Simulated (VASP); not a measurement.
# SnTe in VASP: further runs

Aim: see how the results for SnTe move with the level of theory and the settings. Levels: PBE, r2SCAN. Tasks: single point.

Everything below comes from runs of VASP 6.6.1. Logs are shortened: lines on timing, memory, paths and dates and some standing lists are left out, and cuts for length are marked.

### Step 1. The cell of the first run

The structure is cubic, space group Fm-3m (No. 225). Conventional cell: a = 6.556 Å, b = 6.556 Å, c = 6.556 Å, α = 90.00°, β = 90.00°, γ = 90.00°. Sn (site symmetry m-3m) has 6 Te at 3.28 Å within 4.3 Å. Within 4.3 Å of Te (site symmetry m-3m) lie 6 Sn at 3.28 Å.

### Step 2. Single point, PBE (volume scaled by 1.070)

INCAR

```
ALGO     = Normal         # electronic algorithm
EDIFF    = 1E-7           # SCF threshold, eV
ENCUT    = 520            # plane-wave cutoff, eV
GGA      = PE             # functional
ISIF     = 2              # what is computed and relaxed
ISMEAR   = 0              # smearing method
LASPH    = True           # aspherical terms in the spheres
LCHARG   = True           # write CHGCAR
LELF     = True           # ELF
LREAL    = False          # projectors in reciprocal space
LVHAR    = True         
LWAVE    = False          # write WAVECAR
NBANDS   = 17             # bands
NELM     = 80             # most SCF steps
PREC     = Accurate       # precision mode
SIGMA    = 0.05           # smearing width, eV
```

KPOINTS

```
k-points
0
Gamma
  10 10 10
```

POSCAR

```
SnTe
1.0
    0.0000000000      3.2782479133      3.2782479133
    3.2782479133      0.0000000000      3.2782479133
    3.2782479133      3.2782479133      0.0000000000
Sn Te
1 1
Direct
    0.5000000000      0.5000000000      0.5000000000
    0.0000000000      0.0000000000      0.0000000000
```

Potentials or basis: VASP PAW PBE potentials, release 64 (Sn_d, Te).

Command:

```sh
$ cat potpaw_PBE.64/Sn_d/POTCAR potpaw_PBE.64/Te/POTCAR > POTCAR
$ mpirun -np 1 vasp_std > vasp.out
```

OUTCAR:

```text
EDIFF = 1E-7
   ENCUT = 520
   GGA = PE
   ISIF = 2
   ISMEAR = 0
   LASPH = True
   LREAL = False
   NELM = 80
   PREC = Accurate

 ion  position               nearest neighbor table
   1  0.500  0.500  0.500-   2 3.28   2 3.28   2 3.28   2 3.28   2 3.28   2 3.28
   2  0.000  0.000  0.000-   1 3.28   1 3.28   1 3.28   1 3.28   1 3.28   1 3.28

  LATTYP: Found a face centered cubic cell.
 ALAT       =     6.5564958266

  Lattice vectors:

 A1 = (   0.0000000000,   3.2782479133,   3.2782479133)
 A2 = (   3.2782479133,   0.0000000000,   3.2782479133)
 A3 = (   3.2782479133,   3.2782479133,   0.0000000000)

Analysis of symmetry for initial positions (statically):
=====================================================================
 Subroutine PRICEL returns:
 Original cell was already a primitive cell.

 Routine SETGRP: Setting up the symmetry group for a
 face centered cubic supercell.

 Subroutine GETGRP returns: Found 48 space group operations
 (whereof 48 operations were pure point group operations)
 out of a pool of 48 trial point group operations.

The static configuration has the point symmetry O_h .

Analysis of symmetry for dynamics (positions and initial velocities):
=====================================================================
 Subroutine PRICEL returns:
 Original cell was already a primitive cell.

 Routine SETGRP: Setting up the symmetry group for a
 face centered cubic supercell.

 Subroutine GETGRP returns: Found 48 space group operations
 (whereof 48 operations were pure point group operations)
 out of a pool of 48 trial point group operations.

The dynamic configuration has the point symmetry O_h .

 Subroutine INISYM returns: Found 48 space group operations
 (whereof 48 operations are pure point group operations),
 and found     1 'primitive' translations

----------------------------------------------------------------------------------------

                                     Primitive cell

  volume of cell :      70.4621

  direct lattice vectors                    reciprocal lattice vectors
     0.000000000  3.278247913  3.278247913    -0.152520497  0.152520497  0.152520497
     3.278247913  0.000000000  3.278247913     0.152520497 -0.152520497  0.152520497
     3.278247913  3.278247913  0.000000000     0.152520497  0.152520497 -0.152520497

  length of vectors
     4.636142660  4.636142660  4.636142660     0.264173249  0.264173249  0.264173249

  position of ions in fractional coordinates (direct lattice)
     0.500000000  0.500000000  0.500000000
     0.000000000  0.000000000  0.000000000

  ion indices of the primitive-cell ions
   primitive index   ion index
                 1           1
                 2           2

----------------------------------------------------------------------------------------

 KPOINTS: k-points

Automatic generation of k-mesh.
 Grid dimensions read from file:
 generate k-points for:   10   10   10

 Generating k-lattice:

  Cartesian coordinates                     Fractional coordinates (reciprocal lattice)
    -0.015252050  0.015252050  0.015252050     0.100000000  0.000000000  0.000000000
     0.015252050 -0.015252050  0.015252050     0.000000000  0.100000000  0.000000000
     0.015252050  0.015252050 -0.015252050     0.000000000  0.000000000  0.100000000

  Length of vectors
     0.026417325  0.026417325  0.026417325

  Shift w.r.t. Gamma in fractional coordinates (k-lattice)
     0.000000000  0.000000000  0.000000000

 Subroutine IBZKPT returns following result:
 ===========================================

 Found     47 irreducible k-points:

 Following reciprocal coordinates:
            Coordinates               Weight
  0.000000  0.000000  0.000000      1.000000
  0.100000  0.000000  0.000000      8.000000
  0.200000  0.000000  0.000000      8.000000
  0.300000  0.000000  0.000000      8.000000
  0.400000  0.000000  0.000000      8.000000
  0.500000  0.000000  0.000000      4.000000
[... 16 lines left out ...]
  0.300000  0.300000  0.000000      6.000000
  0.400000  0.300000  0.000000     24.000000
 [... further k-points ...]
   k-points           NKPTS =     47   k-points in BZ     NKDIM =     47   number of bands    NBANDS=     17
   number of dos      NEDOS =    301   number of ions     NIONS =      2
   total plane-waves  NPLWV =  46656
   dimension x,y,z NGX =    36 NGY =   36 NGZ =   36
   dimension x,y,z NGXF=    72 NGYF=   72 NGZF=   72
   ions per type =               1   1
   NGX,Y,Z   is equivalent  to a cutoff of  12.91, 12.91, 12.91 a.u.
   NGXF,Y,Z  is equivalent  to a cutoff of  25.82, 25.82, 25.82 a.u.
 SYSTEM =  unknown system
   PREC   = accura    normal or accurate (medium, high low for compatibility)
   ISTART =      0    job   : 0-new  1-cont  2-samecut
   ICHARG =      2    charge: 1-file 2-atom 10-const
   ISPIN  =      1    spin polarized calculation?
   LNONCOLLINEAR =      F non collinear calculations
   LSORBIT =      F    spin-orbit coupling
   LASPH  =      T    aspherical Exc in radial PAW
   ENCUT  =  520.0 eV  38.22 Ry    6.18 a.u.   8.62  8.62  8.62*2*pi/ulx,y,z
   NELM   =     80;   NELMIN=  2; NELMDL= -5     # of ELM steps
   EDIFF  = 0.1E-06   stopping-criterion for ELM
   LREAL  =      F    real-space projection
   EDIFFG = 0.1E-05   stopping-criterion for IOM
   NSW    =      0    number of steps for IOM
   IBRION =     -1    ionic relax: 0-MD 1-quasi-New 2-CG
   NFREE  =      0    steps in history (QN), initial steepest desc. (CG)
   ISIF   =      2    stress and relaxation
   ISYM   =      2    0-nonsym 1-usesym 2-fastsym
   POTIM  = 0.5000    time-step for ionic-motion
   TEBEG  =    0.0;   TEEND  =   0.0 temperature during run
   PSTRESS=    0.0 pullay stress
   NELECT =      20.0000    total number of electrons
   NUPDOWN=      -1.0000    fix difference up-down
   EMIN   =  10.00;   EMAX   =-10.00  energy-range for DOS
   EFERMI =   0.00;   METHOD = LEGACY
   ISMEAR =     0;   SIGMA  =   0.05  broadening in eV -4-tet -1-fermi 0-gaus
   EFERMI_NEDOS =   21; number of points for ismear=-14 and -15
   IALGO  =     38    algorithm
   IMIX   =      4    mixing-type and parameters
     AMIX     =   0.40;   BMIX     =  1.00
     AMIX_MAG =   1.60;   BMIX_MAG =  1.00
  volume/ion in A,a.u.               =      35.23       237.75
  Fermi-wavevector in a.u.,A,eV,Ry     =   1.075886  2.033130 15.749169  1.157531
  Thomas-Fermi vector in A             =   2.211755
   LORBIT       =      0    0 simple, 1 ext, 2 COOP (PROOUT), +10 PAW based schemes
   GGA     = PE    functional components
   LHFCALC =     F    Hartree Fock is set to
   AEXX    =    0.0000 exact exchange contribution
   IVDW    =     0    specifies the selected vdW correction
   LEPSILON=     F    determine dielectric tensor
   LRPA    =     F    only Hartree local field effects (RPA)
 non-spin polarized calculation
 Gauss-broadening in eV      SIGMA  =   0.05
  energy-cutoff  :      520.00
  volume of cell :       70.46
 maximum number of plane-waves:      1917
   NGX = 17   NGY = 17   NGZ = 17

 number of electron      19.9999992 magnetization

 Free energy of the ion-electron system (eV)
  ---------------------------------------------------
  ext. energy  EPLUGINS =         0.00000000
  ---------------------------------------------------
  free energy    TOTEN  =        -7.52902684 eV

  energy without entropy =       -7.52902551  energy(sigma->0) =       -7.52902617

 E-fermi :   5.5194     XC(G=0):  -8.9693

 val. band max:        5.4061546155   @ k =   0.5000   0.0000   0.0000
 cond. band min:       5.6326485701   @ k =   0.5000   0.0000   0.0000
 fundamental gap:      0.2264939546
 Fermi energy:         5.5194015298

 k-point     1 :       0.0000    0.0000    0.0000
  band No.  band energies     occupation
      1     -16.3383      2.00000
      2     -16.3383      2.00000
      3     -16.3382      2.00000
      4     -16.3382      2.00000
      5     -16.3382      2.00000
      6      -6.4330      2.00000
[... 9 lines left out ...]
     16      10.5072      0.00000
     17      12.3385      0.00000

 k-point     2 :       0.1000    0.0000    0.0000
  band No.  band energies     occupation
      1     -16.3385      2.00000
      2     -16.3385      2.00000
      3     -16.3380      2.00000
      4     -16.3377      2.00000
      5     -16.3377      2.00000
      6      -6.3633      2.00000
[... 9 lines left out ...]
     16      10.6938      0.00000
     17      12.8881      0.00000

 k-point     3 :       0.2000    0.0000    0.0000
  band No.  band energies     occupation
      1     -16.3393      2.00000
      2     -16.3393      2.00000
      3     -16.3378      2.00000
      4     -16.3366      2.00000
      5     -16.3366      2.00000
      6      -6.1638      2.00000
[... 9 lines left out ...]
     16      11.2231      0.00000
     17      14.1645      0.00000

 k-point     4 :       0.3000    0.0000    0.0000
  band No.  band energies     occupation
      1     -16.3402      2.00000
      2     -16.3402      2.00000
      3     -16.3374      2.00000
      4     -16.3352      2.00000
      5     -16.3352      2.00000
      6      -5.8706      2.00000
[... 9 lines left out ...]
     16      12.0615      0.00000
     17      15.5038      0.00000
[... 343 lines left out ...]
      1     -16.3402      2.00000
      2     -16.3401      2.00000
      3     -16.3371      2.00000
      4     -16.3359      2.00000
      5     -16.3347      2.00000
      6      -5.7789      2.00000
[... 9 lines left out ...]
     16      13.3635      0.00000
     17      13.8543      0.00000

 k-point    23 :       0.3000    0.3000    0.0000
  band No.  band energies     occupation
      1     -16.3437      2.00000
      2     -16.3395      2.00000
      3     -16.3364      2.00000
      4     -16.3341      2.00000
      5     -16.3341      2.00000
      6      -5.7130      2.00000
[... 9 lines left out ...]
     16      13.7870      0.00000
     17      13.9658      0.00000

 k-point    24 :       0.4000    0.3000    0.0000
  band No.  band energies     occupation
      1     -16.3446      2.00000
      2     -16.3395      2.00000
      3     -16.3365      2.00000
      4     -16.3334      2.00000
      5     -16.3331      2.00000
      6      -5.5032      2.00000
[... 9 lines left out ...]
     16      14.3811      0.00000
     17      14.9212      0.00000

 [... further k-points ...]

------------------------ aborting loop because EDIFF is reached ----------------------------------------

  FORCE on cell =-STRESS in cart. coord.  units (eV):
  Direction    XX          YY          ZZ          XY          YZ          ZX
  --------------------------------------------------------------------------------------
  -------------------------------------------------------------------------------------
  Total       -1.0488438     -1.0488438     -1.0488438      0.0000000     -0.0000000      0.0000000
  in kB      -23.8487711    -23.8487711    -23.8487711      0.0000000     -0.0000000      0.0000000
  external PRESSURE =     -23.8487711 kB  Pullay stress =       0.0000000 kB

 VOLUME and BASIS-vectors are now :
 -----------------------------------------------------------------------------
  energy-cutoff  :      520.00
  volume of cell :       70.46
      direct lattice vectors                 reciprocal lattice vectors
     0.000000000  3.278247913  3.278247913    -0.152520497  0.152520497  0.152520497
     3.278247913  0.000000000  3.278247913     0.152520497 -0.152520497  0.152520497
     3.278247913  3.278247913  0.000000000     0.152520497  0.152520497 -0.152520497

 POSITION                                       TOTAL-FORCE (eV/Angst)
 -----------------------------------------------------------------------------------
      3.27825      3.27825      3.27825        -0.000000     -0.000000      0.000000
      0.00000      0.00000      0.00000         0.000000      0.000000     -0.000000
 -----------------------------------------------------------------------------------
    total drift:                                0.000000      0.000000      0.000000

  FREE ENERGIE OF THE ION-ELECTRON SYSTEM (eV)
  ---------------------------------------------------
  free  energy   TOTEN  =        -7.5290268411 eV

  energy  without entropy=       -7.5290255058  energy(sigma->0) =       -7.52902617
```

It took 46 s on 1 thread of Intel Xeon Platinum 8488C (Sapphire Rapids), shared host; peak memory 0.23 GiB.

Results:

```
Free energy            : -7.5290 eV
Pressure               : -2.4 GPa
Band gap on the k mesh : 0.23 eV, direct
```

Caveat: spin-orbit coupling is left out, which moves the levels of the heavy elements. A k mesh can miss the band edges.

### Step 3. Single point, PBE (volume scaled by 1.100)

INCAR

```
SYSTEM = SnTe
PREC = Accurate ; ENCUT = 520
EDIFF = 1E-7 ; ISMEAR = 0
SIGMA = 0.05 ; LREAL = .FALSE.
LASPH = .TRUE. ; NELM = 80
ALGO = Normal ; ISIF = 2
LWAVE = .FALSE. ; LCHARG = .TRUE.
GGA = PE ; LELF = .TRUE.
LVHAR = .TRUE. ; NBANDS = 17
```

KPOINTS

```
Automatic mesh
0
G
  10 10 10
  0 0 0
```

POSCAR

```
SnTe
1.0
    0.0000000000      3.3086037877      3.3086037877
    3.3086037877      0.0000000000      3.3086037877
    3.3086037877      3.3086037877      0.0000000000
Sn Te
1 1
Direct
    0.5000000000      0.5000000000      0.5000000000
    0.0000000000      0.0000000000      0.0000000000
```

Potentials or basis: VASP PAW PBE potentials, release 64 (Sn_d, Te).

Command:

```sh
$ cat potpaw_PBE.64/Sn_d/POTCAR potpaw_PBE.64/Te/POTCAR > POTCAR
$ mpirun -np 1 vasp_std > vasp.out
```

Wall time 49 s (1 thread of Intel Xeon Platinum 8488C (Sapphire Rapids), shared host); peak memory 0.23 GiB.

The run converged. Its results:

| Property | Result |
| --- | --- |
| Free energy | -7.4951 eV |
| Pressure | -3.2 GPa |
| Band gap on the k mesh | 0.29 eV, direct |

Levels at points of the mesh, in eV from the valence-band top:
| k point | band 6 | band 7 | band 8 | band 9 | band 10 | band 11 | band 12 | band 13 | band 14 | band 15 |
| --- | --- | --- | --- | --- | --- | --- | --- | --- | --- | --- |
| (0.00, 0.00, 0.00) | -11.62 | -5.00 | -1.57 | -1.57 | -1.57 | 3.22 | 3.22 | 3.22 | 5.20 | 5.20 |
| (0.50, 0.00, 0.00) | -10.68 | -7.45 | -1.26 | -1.26 | 0.00 | 0.29 | 0.75 | 0.75 | 7.65 | 8.47 |
| (0.50, 0.50, 0.00) | -10.49 | -6.19 | -4.40 | -2.88 | -2.88 | 2.92 | 4.43 | 4.43 | 5.54 | 8.83 |

Caveat: spin-orbit coupling is left out, which moves the levels of the heavy elements. A k mesh can miss the band edges.

[end of part 1 of 2]
